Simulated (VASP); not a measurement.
# Ir (Im-3m) in VASP: a series of runs

Runs on Ir. Level: PBE. Tasks: relaxation of cell and atoms.

Program: VASP 6.6.1. These are calculated values, not measurements. Logs are shortened: lines on timing, memory, paths and dates and some standing lists are left out, and cuts for length are marked.

**1. The cell of the first run**

It takes space group Im-3m (No. 229, cubic). Conventional cell: a = 3.040 Å, b = 3.040 Å, c = 3.040 Å, α = 90.00°, β = 90.00°, γ = 90.00°. Within 3.5 Å of Ir (site symmetry m-3m) lie 14 Ir at 2.63 to 3.04 Å.

This isn't the form of Ir at room conditions, which is fcc.

**2. Relaxation of cell and atoms, PBE, target pressure 20 GPa, at which the enthalpy is minimised**

Contents of INCAR:

```
ALGO = Normal
EDIFF = 1E-7
EDIFFG = -0.03
ENCUT = 500
GGA = PE
GGA_COMPAT = F
IBRION = 2
ISIF = 3
ISMEAR = 1
LASPH = T
LCHARG = F
LREAL = F
LWAVE = F
NELM = 120
NELMIN = 4
NSW = 60
PREC = Accurate
PSTRESS = 200.0
SIGMA = 0.1
```

Contents of KPOINTS:

```
k-points
0
Gamma
  21 21 21
```

Contents of POSCAR:

```
Ir
1.0
   -1.5200000000      1.5200000000      1.5200000000
    1.5200000000     -1.5200000000      1.5200000000
    1.5200000000      1.5200000000     -1.5200000000
Ir
1
Direct
    0.0000000000      0.0000000000      0.0000000000
```

Potentials or basis: VASP PAW PBE potentials, release 64 (Ir).

On the command line:

```console
cat potpaw_PBE.64/Ir/POTCAR > POTCAR
mpirun -np 1 vasp_std > vasp.out
```

OUTCAR:

```text
EDIFF = 1E-7
   EDIFFG = -0.03
   ENCUT = 500
   GGA = PE
   IBRION = 2
   ISIF = 3
   ISMEAR = 1
   LASPH = T
   LREAL = F
   NELM = 120
   NELMIN = 4
   NSW = 60
   PREC = Accurate
   PSTRESS = 200.0

 ion  position               nearest neighbor table
   1  0.000  0.000  0.000-

  LATTYP: Found a body centered cubic cell.
 ALAT       =     3.0400000000

  Lattice vectors:

 A1 = (  -1.5200000000,   1.5200000000,   1.5200000000)
 A2 = (   1.5200000000,  -1.5200000000,   1.5200000000)
 A3 = (   1.5200000000,   1.5200000000,  -1.5200000000)

Analysis of symmetry for initial positions (statically):
=====================================================================
 Subroutine PRICEL returns:
 Original cell was already a primitive cell.

 Routine SETGRP: Setting up the symmetry group for a
 body centered cubic supercell.

 Subroutine GETGRP returns: Found 48 space group operations
 (whereof 48 operations were pure point group operations)
 out of a pool of 48 trial point group operations.

The static configuration has the point symmetry O_h .

Analysis of symmetry for dynamics (positions and initial velocities):
=====================================================================
 Subroutine PRICEL returns:
 Original cell was already a primitive cell.

 Routine SETGRP: Setting up the symmetry group for a
 body centered cubic supercell.

 Subroutine GETGRP returns: Found 48 space group operations
 (whereof 48 operations were pure point group operations)
 out of a pool of 48 trial point group operations.

The dynamic configuration has the point symmetry O_h .

 Subroutine INISYM returns: Found 48 space group operations
 (whereof 48 operations are pure point group operations),
 and found     1 'primitive' translations

----------------------------------------------------------------------------------------

                                     Primitive cell

  volume of cell :      14.0472

  direct lattice vectors                    reciprocal lattice vectors
    -1.520000000  1.520000000  1.520000000     0.000000000  0.328947368  0.328947368
     1.520000000 -1.520000000  1.520000000     0.328947368  0.000000000  0.328947368
     1.520000000  1.520000000 -1.520000000     0.328947368  0.328947368  0.000000000

  length of vectors
     2.632717228  2.632717228  2.632717228     0.465201830  0.465201830  0.465201830

  position of ions in fractional coordinates (direct lattice)
     0.000000000  0.000000000  0.000000000

[... 79 lines left out ...]
   IBRION =      2    ionic relax: 0-MD 1-quasi-New 2-CG
   NFREE  =      1    steps in history (QN), initial steepest desc. (CG)
   ISIF   =      3    stress and relaxation
   ISYM   =      2    0-nonsym 1-usesym 2-fastsym
   POTIM  = 0.5000    time-step for ionic-motion
   TEBEG  =    0.0;   TEEND  =   0.0 temperature during run
   PSTRESS=  200.0 pullay stress
   NELECT =       9.0000    total number of electrons
   NUPDOWN=      -1.0000    fix difference up-down
   EMIN   =  10.00;   EMAX   =-10.00  energy-range for DOS
   EFERMI =   0.00;   METHOD = LEGACY
   ISMEAR =     1;   SIGMA  =   0.10  broadening in eV -4-tet -1-fermi 0-gaus
   EFERMI_NEDOS =   21; number of points for ismear=-14 and -15
   IALGO  =     38    algorithm
   IMIX   =      4    mixing-type and parameters
     AMIX     =   0.40;   BMIX     =  1.00
     AMIX_MAG =   1.60;   BMIX_MAG =  1.00
  volume/ion in A,a.u.               =      14.05        94.80
  Fermi-wavevector in a.u.,A,eV,Ry     =   1.411320  2.667008 27.100403  1.991823
  Thomas-Fermi vector in A             =   2.533183
   LORBIT       =      0    0 simple, 1 ext, 2 COOP (PROOUT), +10 PAW based schemes
   GGA     = PE    functional components
   LHFCALC =     F    Hartree Fock is set to
   AEXX    =    0.0000 exact exchange contribution
   IVDW    =     0    specifies the selected vdW correction
   LEPSILON=     F    determine dielectric tensor
   LRPA    =     F    only Hartree local field effects (RPA)
 conjugate gradient relaxation of ions
 non-spin polarized calculation
 Methfessel and Paxton  Order N= 1 SIGMA  =   0.10
  energy-cutoff  :      500.00
  volume of cell :       14.05
 maximum number of plane-waves:       370
   NGX =  9   NGY =  9   NGZ =  9

--------------------------------------- Ionic step        1  -------------------------------------------

 number of electron       8.9999999 magnetization

 Free energy of the ion-electron system (eV)
  ---------------------------------------------------
  ext. energy  EPLUGINS =         0.00000000
  ---------------------------------------------------
  free energy    TOTEN  =        -8.12903899 eV

  energy without entropy =       -8.12594192  energy(sigma->0) =       -8.12800664

------------------------ aborting loop because EDIFF is reached ----------------------------------------

  FORCE on cell =-STRESS in cart. coord.  units (eV):
  Direction    XX          YY          ZZ          XY          YZ          ZX
  --------------------------------------------------------------------------------------
  -------------------------------------------------------------------------------------
  Total        2.2666696      2.2666696      2.2666696      0.0000000      0.0000000      0.0000000
  in kB      258.5282784    258.5282784    258.5282784      0.0000000      0.0000000      0.0000000
  external PRESSURE =      58.5282784 kB  Pullay stress =     200.0000000 kB
[... 24 lines left out ...]
--------------------------------------- Ionic step        2  -------------------------------------------

 number of electron       9.0000002 magnetization

 E-fermi :   9.0653     XC(G=0): -13.5775

 val. band max:        9.0645547996   @ k =   0.2857   0.2857   0.0476
 cond. band min:       9.0660714915   @ k =   0.2857   0.1905   0.0952
 fundamental gap:      0.0015166919
 Fermi energy:         9.0652920424

 k-point     1 :       0.0000    0.0000    0.0000
  band No.  band energies     occupation
      1      -1.1158      2.00000
      2       5.6957      2.00000
      3       5.6957      2.00000
      4       5.6957      2.00000
      5       8.5774      2.00000
      6       8.5774      2.00000
      7      26.0033      0.00000
      8      26.0033      0.00000
[... 289 lines left out ...]
--------------------------------------- Ionic step        3  -------------------------------------------

 number of electron       8.9999999 magnetization

 Free energy of the ion-electron system (eV)
  ---------------------------------------------------
  ext. energy  EPLUGINS =         0.00000000
  ---------------------------------------------------
  free energy    TOTEN  =        -8.15770218 eV

  energy without entropy =       -8.15449732  energy(sigma->0) =       -8.15663389

 E-fermi :  10.0354     XC(G=0): -13.9266

 val. band max:       10.0352992360   @ k =   0.1905   0.1429   0.0000
 cond. band min:      10.0359412052   @ k =   0.2857   0.0476   0.0000
 fundamental gap:      0.0006419692
 Fermi energy:        10.0353761456

 k-point     1 :       0.0000    0.0000    0.0000
  band No.  band energies     occupation
      1      -0.7511      2.00000
      2       6.3473      2.00000
      3       6.3473      2.00000
      4       6.3473      2.00000
      5       9.4773      2.00000
      6       9.4773      2.00000
      7      26.9943      0.00000
      8      26.9943      0.00000
[... 285 lines left out ...]
  energy  without entropy=       -8.1544973167  energy(sigma->0) =       -8.15663389

  enthalpy is  TOTEN    =        -6.3790336238 eV   P V=        1.7786685537

 reached required accuracy - stopping structural energy minimisation
```

OSZICAR:

```text
N       E                     dE             d eps       ncg     rms          rms(c)
DAV:   1     0.413610342138E+02    0.41361E+02   -0.43846E+03  4688   0.993E+02
DAV:   2    -0.798232307632E+01   -0.49343E+02   -0.47887E+02  4624   0.203E+02
DAV:   3    -0.856494657242E+01   -0.58262E+00   -0.58036E+00  6184   0.298E+01
[... 22 lines left out ...]
DAV:   3    -0.815741488866E+01    0.18051E-01   -0.81824E-02  5312   0.364E+00    0.343E-01
DAV:   4    -0.815753777576E+01   -0.12289E-03   -0.69855E-04  6024   0.280E-01    0.153E-01
DAV:   5    -0.815769084685E+01   -0.15307E-03   -0.37060E-04  5696   0.172E-01    0.114E-02
DAV:   6    -0.815770208691E+01   -0.11240E-04   -0.68475E-06  5864   0.219E-02    0.334E-03
DAV:   7    -0.815770217742E+01   -0.90505E-07   -0.13070E-07  4992   0.342E-03
   3 F= -.63790336E+01 E0= -.63779653E+01  d E =-.351239E-02
```

Wall time 24 s (1 thread of AMD EPYC 9R45 (Zen 5), shared host); peak memory 0.13 GiB.

Results:

```yaml
Free_energy: -8.1577 eV
Relaxed_volume: 14.25 Å³/atom
Relaxed_cell: a = 2.645 Å, b = 2.645 Å, c = 2.645 Å, α = 109.47°, β = 109.47°, γ = 109.47°
Space_group_after_relaxing_to_0.1_Å: Im-3m (No. 229)
Energy_change_on_relaxing_the_run_minimises_the_enthalpy: -28.7 meV/atom
Ionic_steps: 3
Pressure_after_relaxing: 19.9 GPa
Band_gap_on_the_k_mesh: zero (an odd number of electrons rules out a gap without spin polarisation)
```

Step by step:
| step | energy change (eV) | largest force (eV/Å) | pressure (GPa) | volume (Å³) |
| --- | --- | --- | --- | --- |
| 1 | 0.0000 | 0.0000 | 25.85 | 14.05 |
| 2 | -0.0762 | 0.0000 | -1.06 | 15.12 |
| 3 | -0.0287 | 0.0000 | 19.86 | 14.25 |

Final structure:
```cif
data_structure
_symmetry_space_group_name_H-M 'P 1'
_symmetry_Int_Tables_number 1
_cell_length_a 2.6452
_cell_length_b 2.6452
_cell_length_c 2.6452
_cell_angle_alpha 109.471
_cell_angle_beta 109.471
_cell_angle_gamma 109.471
_cell_volume 14.25
loop_
_atom_site_label
_atom_site_type_symbol
_atom_site_fract_x
_atom_site_fract_y
_atom_site_fract_z
_atom_site_occupancy
Ir1 Ir 0.00000 0.00000 0.00000 1
```

Caveat: the cell is relaxed towards a set pressure, so the run minimises the enthalpy, not the energy; spin-orbit coupling is left out, which moves the levels of the heavy elements.

**3. Relaxation of cell and atoms, PBE, target pressure 40 GPa, at which the enthalpy is minimised**

Contents of INCAR:

```
SYSTEM = Ir
ALGO = Normal
EDIFF = 1E-7
EDIFFG = -0.03
ENCUT = 500
GGA = PE
GGA_COMPAT = .False.
IBRION = 2
ISIF = 3
ISMEAR = 1
LASPH = .True.
LCHARG = .False.
LREAL = .False.
LWAVE = .False.
NELM = 120
NELMIN = 4
NSW = 60
PREC = Accurate
PSTRESS = 400.0
SIGMA = 0.1
```

Contents of KPOINTS:

```
k-points
0
Gamma
  21 21 21
  0 0 0
```

POSCAR is that of step 2.

Potentials or basis: VASP PAW PBE potentials, release 64 (Ir).

On the command line:

```console
cat potpaw_PBE.64/Ir/POTCAR > POTCAR
mpirun -np 1 vasp_std > vasp.out
```

OUTCAR:

```text
SYSTEM = Ir
   EDIFF = 1E-7
   EDIFFG = -0.03
   ENCUT = 500
   GGA = PE
   IBRION = 2
   ISIF = 3
   ISMEAR = 1
   LASPH = .True.
   LREAL = .False.
   NELM = 120
   NELMIN = 4
   NSW = 60
   PREC = Accurate
   PSTRESS = 400.0

 ion  position               nearest neighbor table
   1  0.000  0.000  0.000-

  LATTYP: Found a body centered cubic cell.
 ALAT       =     3.0400000000

  Lattice vectors:

 A1 = (  -1.5200000000,   1.5200000000,   1.5200000000)
 A2 = (   1.5200000000,  -1.5200000000,   1.5200000000)
 A3 = (   1.5200000000,   1.5200000000,  -1.5200000000)

Analysis of symmetry for initial positions (statically):
=====================================================================
 Subroutine PRICEL returns:
 Original cell was already a primitive cell.

 Routine SETGRP: Setting up the symmetry group for a
 body centered cubic supercell.

 Subroutine GETGRP returns: Found 48 space group operations
 (whereof 48 operations were pure point group operations)
 out of a pool of 48 trial point group operations.

The static configuration has the point symmetry O_h .

Analysis of symmetry for dynamics (positions and initial velocities):
=====================================================================
[... 165 lines left out ...]
  Total        2.2666696      2.2666696      2.2666696      0.0000000      0.0000000      0.0000000
  in kB      258.5282784    258.5282784    258.5282784      0.0000000      0.0000000      0.0000000
  external PRESSURE =    -141.4717216 kB  Pullay stress =     400.0000000 kB
[... 98 lines left out ...]
--------------------------------------- Ionic step        4  -------------------------------------------

 number of electron       9.0000000 magnetization

 Free energy of the ion-electron system (eV)
  ---------------------------------------------------
  ext. energy  EPLUGINS =         0.00000000
  ---------------------------------------------------
  free energy    TOTEN  =        -8.04489665 eV

  energy without entropy =       -8.04204463  energy(sigma->0) =       -8.04394597

 E-fermi :  10.7973     XC(G=0): -14.1899

 val. band max:       10.7939601902   @ k =   0.2857   0.0476   0.0000
 cond. band min:      10.7987186960   @ k =   0.2381   0.2381   0.0952
 fundamental gap:      0.0047585058
 Fermi energy:        10.7972560604

 k-point     1 :       0.0000    0.0000    0.0000
  band No.  band energies     occupation
      1      -0.4555      2.00000
      2       6.8540      2.00000
      3       6.8540      2.00000
      4       6.8540      2.00000
      5      10.1800      2.00000
      6      10.1800      2.00000
      7      27.7537      0.00000
      8      27.7537      0.00000
[... 243 lines left out ...]
 k-point    24 :       0.1905    0.0952    0.0000
  band No.  band energies     occupation
      1       2.1049      2.00000
      2       5.8723      2.00000
      3       6.3639      2.00000
      4       9.3573      2.00000
      5       9.7070      2.00000
      6      10.5082      2.00034
      7      27.2742      0.00000
      8      27.9398      0.00000

 [... further k-points ...]

------------------------ aborting loop because EDIFF is reached ----------------------------------------

  FORCE on cell =-STRESS in cart. coord.  units (eV):
  Direction    XX          YY          ZZ          XY          YZ          ZX
  --------------------------------------------------------------------------------------
  -------------------------------------------------------------------------------------
  Total        3.3856123      3.3856123      3.3856123      0.0000000     -0.0000000      0.0000000
  in kB      397.8601412    397.8601412    397.8601412      0.0000000     -0.0000000      0.0000000
  external PRESSURE =      -2.1398588 kB  Pullay stress =     400.0000000 kB
[... 20 lines left out ...]
  energy  without entropy=       -8.0420446281  energy(sigma->0) =       -8.04394597

  enthalpy is  TOTEN    =        -4.6410751322 eV   P V=        3.4038215129

 reached required accuracy - stopping structural energy minimisation
```

CONTCAR:

```text
Ir
   1.00000000000000
    -1.5049397943622214    1.5049397943622214    1.5049397943622214
     1.5049397943622214   -1.5049397943622214    1.5049397943622214
     1.5049397943622214    1.5049397943622214   -1.5049397943622214
  Ir
     1
Direct
     0.0000000000000000    1.0000000000000000    0.0000000000000000

  0.00000000E+00  0.00000000E+00  0.00000000E+00
```

It took 31 s on 1 thread of AMD EPYC 9R45 (Zen 5), shared host; peak memory 0.13 GiB.

Results:

- Free energy: -8.0449 eV
- Relaxed volume: 13.63 Å³/atom
- Relaxed cell: a = 2.607 Å, b = 2.607 Å, c = 2.607 Å, α = 109.47°, β = 109.47°, γ = 109.47°
- Space group after relaxing (to 0.1 Å): Im-3m (No. 229)
- Energy change on relaxing (the run minimises the enthalpy): +84.1 meV/atom
- Ionic steps: 4
- Pressure after relaxing: 39.8 GPa
- Band gap on the k mesh: zero (an odd number of electrons rules out a gap without spin polarisation)

The path:
```tsv
step	energy change (eV)	largest force (eV/Å)	pressure (GPa)	volume (Å³)
1	0.0000	0.0000	25.85	14.05
2	1.1523	0.0000	149.22	11.67
3	0.0780	0.0000	38.87	13.66
4	0.0841	0.0000	39.79	13.63
```

Final structure:
```
Ir
1.0
    -1.50494    1.50494    1.50494
     1.50494   -1.50494    1.50494
     1.50494    1.50494   -1.50494
Ir
1
Direct
  0.00000 0.00000 0.00000
```

Levels at points of the mesh, in eV from the Fermi level:
```
           k point  band 1  band 2  band 3  band 4  band 5  band 6  band 7  band 8
(0.00, 0.00, 0.00)  -11.25   -3.94   -3.94   -3.94   -0.62   -0.62   16.96   16.96
```

Caveat: the cell is relaxed towards a set pressure, so the run minimises the enthalpy, not the energy; spin-orbit coupling is left out, which moves the levels of the heavy elements.

[end of part 1 of 2]
